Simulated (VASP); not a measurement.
# PtS2 (P-3m1) in VASP: notebook, part 2 of 2

VASP 6.6.1. Earlier steps stand in the parts before.

## (4) Single point, PBE

This run uses another cell than the first one, of 23.99 Å³/atom.

INCAR

```
ALGO = Normal ; EDIFF = 1E-6
ENCUT = 520 ; GGA = PE
ISIF = 2 ; ISMEAR = 0
LASPH = True ; LCHARG = False
LREAL = False ; LWAVE = False
NBANDS = 18 ; NELM = 100
PREC = Accurate ; SIGMA = 0.02
```

KPOINTS

```
k-points
0
Gamma
  12 12 4
```

POSCAR

```
PtS2
1.0
    3.5765169778      0.0000000000      0.0000000000
   -1.7882584889      3.0973545598      0.0000000000
    0.0000000000      0.0000000000      6.4970108268
Pt S
1 2
Direct
    0.0000000000      0.0000000000      0.0000000000
    0.3333333333      0.6666666667      0.1889487783
    0.6666666667      0.3333333333      0.8110512217
```

Potentials or basis: VASP PAW PBE potentials, release 64 (Pt, S).

Started as:

```
$ cat potpaw_PBE.64/Pt/POTCAR potpaw_PBE.64/S/POTCAR > POTCAR
$ mpirun -np 1 vasp_std > vasp.out
```

OUTCAR:

```text
EDIFF = 1E-6
   ENCUT = 520
   GGA = PE
   ISIF = 2
   ISMEAR = 0
   LASPH = True
   LREAL = False
   NELM = 100
   PREC = Accurate

 ion  position               nearest neighbor table
   1  0.000  0.000  0.000-   2 2.40   3 2.40   2 2.40   3 2.40   3 2.40   2 2.40
   2  0.333  0.667  0.189-   1 2.40   1 2.40   1 2.40
   3  0.667  0.333  0.811-   1 2.40   1 2.40   1 2.40

  LATTYP: Found a hexagonal cell.
 ALAT       =     3.5765169778
 C/A-ratio  =     1.8165748596

  Lattice vectors:

 A1 = (   3.5765169778,   0.0000000000,   0.0000000000)
 A2 = (  -1.7882584889,   3.0973545598,   0.0000000000)
 A3 = (   0.0000000000,   0.0000000000,   6.4970108268)

Analysis of symmetry for initial positions (statically):
=====================================================================
 Subroutine PRICEL returns:
 Original cell was already a primitive cell.

[... 167 lines left out ...]
  ---------------------------------------------------
  free energy    TOTEN  =       -15.46555718 eV

  energy without entropy =      -15.46555718  energy(sigma->0) =      -15.46555718

 E-fermi :   3.1702     XC(G=0):  -8.8810

 val. band max:        3.0781513069   @ k =   0.1667   0.1667   0.0000
 cond. band min:       4.5777275422   @ k =   0.0000   0.2500   0.2500
 fundamental gap:      1.4995762353
 Fermi energy:         3.1702047535

 k-point     1 :       0.0000    0.0000    0.0000
  band No.  band energies     occupation
      1     -11.0109      2.00000
      2      -8.7687      2.00000
      3      -2.5518      2.00000
      4      -2.5518      2.00000
      5      -2.2913      2.00000
      6       0.1245      2.00000
[... 481 lines left out ...]
      5      -1.8848      2.00000
      6      -0.4453      2.00000
[... 10 lines left out ...]
     17      12.0286      0.00000
     18      12.8308      0.00000

 [... further k-points ...]

------------------------ aborting loop because EDIFF is reached ----------------------------------------

  FORCE on cell =-STRESS in cart. coord.  units (eV):
  Direction    XX          YY          ZZ          XY          YZ          ZX
  --------------------------------------------------------------------------------------
  -------------------------------------------------------------------------------------
  Total       -0.1768430     -0.1768430     -0.1156902      0.0000000      0.0000000      0.0000000
  in kB       -3.9367119     -3.9367119     -2.5753855      0.0000000      0.0000000      0.0000000
  external PRESSURE =      -3.4829364 kB  Pullay stress =       0.0000000 kB

 VOLUME and BASIS-vectors are now :
 -----------------------------------------------------------------------------
  energy-cutoff  :      520.00
  volume of cell :       71.97
      direct lattice vectors                 reciprocal lattice vectors
     3.576516978  0.000000000  0.000000000     0.279601637  0.161428080  0.000000000
    -1.788258489  3.097354560  0.000000000     0.000000000  0.322856160  0.000000000
     0.000000000  0.000000000  6.497010827     0.000000000  0.000000000  0.153916936

 POSITION                                       TOTAL-FORCE (eV/Angst)
 -----------------------------------------------------------------------------------
      0.00000      0.00000      0.00000        -0.000000      0.000000      0.000000
     -0.00000      2.06490      1.22760        -0.000000     -0.000000     -0.036363
      1.78826      1.03245      5.26941         0.000000      0.000000      0.036363
 -----------------------------------------------------------------------------------
    total drift:                               -0.000000     -0.000000     -0.000000

  FREE ENERGIE OF THE ION-ELECTRON SYSTEM (eV)
  ---------------------------------------------------
  free  energy   TOTEN  =       -15.4655571799 eV

  energy  without entropy=      -15.4655571799  energy(sigma->0) =      -15.46555718
```

OSZICAR:

```text
N       E                     dE             d eps       ncg     rms          rms(c)
DAV:   1     0.116674613275E+03    0.11667E+03   -0.99059E+03  2508   0.105E+03
DAV:   2    -0.104159414753E+02   -0.12709E+03   -0.12238E+03  3120   0.213E+02
DAV:   3    -0.167564356453E+02   -0.63405E+01   -0.62982E+01  3146   0.492E+01
DAV:   4    -0.168435698655E+02   -0.87134E-01   -0.87078E-01  3344   0.622E+00
DAV:   5    -0.168454811397E+02   -0.19113E-02   -0.19111E-02  3184   0.878E-01    0.170E+01
DAV:   6    -0.157374364435E+02    0.11080E+01   -0.63500E+00  2586   0.243E+01    0.111E+01
DAV:   7    -0.154854713155E+02    0.25197E+00   -0.13008E+00  2600   0.113E+01    0.541E+00
DAV:   8    -0.154692501558E+02    0.16221E-01   -0.76922E-02  2876   0.189E+00    0.110E+00
DAV:   9    -0.154652372526E+02    0.40129E-02   -0.11207E-02  3002   0.106E+00    0.245E-01
DAV:  10    -0.154654962165E+02   -0.25896E-03   -0.18403E-03  3016   0.264E-01    0.957E-02
DAV:  11    -0.154655546421E+02   -0.58426E-04   -0.88235E-05  2880   0.828E-02    0.446E-02
DAV:  12    -0.154655554542E+02   -0.81202E-06   -0.14471E-05  2906   0.357E-02    0.117E-02
DAV:  13    -0.154655568713E+02   -0.14172E-05   -0.21244E-06  2838   0.993E-03    0.381E-03
DAV:  14    -0.154655571799E+02   -0.30858E-06   -0.28730E-07  2060   0.405E-03
   1 F= -.15465557E+02 E0= -.15465557E+02  d E =-.812619E-13
```

Wall time 40 s (1 thread of AMD EPYC 9R45 (Zen 5), shared host); peak memory 0.21 GiB.

What came out:

| Property | Result |
| --- | --- |
| Free energy | -15.4656 eV |
| Pressure | -0.3 GPa |
| Largest force | 0.036 eV/Å |
| Band gap on the k mesh | 1.50 eV (least direct gap 1.57 eV) |

Forces in eV/Å, atoms in the order of the input:
```
Pt   0.000  0.000  0.000
S    0.000  0.000 -0.036
S    0.000  0.000  0.036
```

Stress tensor (GPa, compression positive):
```
-0.39  0.00  0.00
 0.00 -0.39  0.00
 0.00  0.00 -0.26
```

Levels at points of the mesh, in eV from the valence-band top:
| k point | band 8 | band 9 | band 10 | band 11 | band 12 | band 13 | band 14 | band 15 |
| --- | --- | --- | --- | --- | --- | --- | --- | --- |
| (0.00, 0.00, 0.00) | -1.03 | -0.41 | -0.40 | -0.40 | 3.05 | 3.05 | 5.30 | 5.95 |
| (0.50, 0.00, 0.00) | -2.22 | -2.14 | -1.77 | -1.63 | 2.59 | 2.89 | 5.53 | 6.78 |
| (0.00, 0.00, 0.50) | -1.11 | -0.78 | -0.41 | -0.41 | 3.08 | 3.08 | 5.89 | 6.87 |
| (0.50, 0.00, 0.50) | -2.24 | -2.12 | -1.83 | -1.36 | 2.71 | 2.81 | 5.34 | 6.47 |

Caveat: spin-orbit coupling is left out, which moves the levels of the heavy elements; this functional lacks dispersion, which binds layers or chains, so the pressure and a relaxed spacing across them are unreliable. As with any semilocal functional, this PBE gap is likely too small.
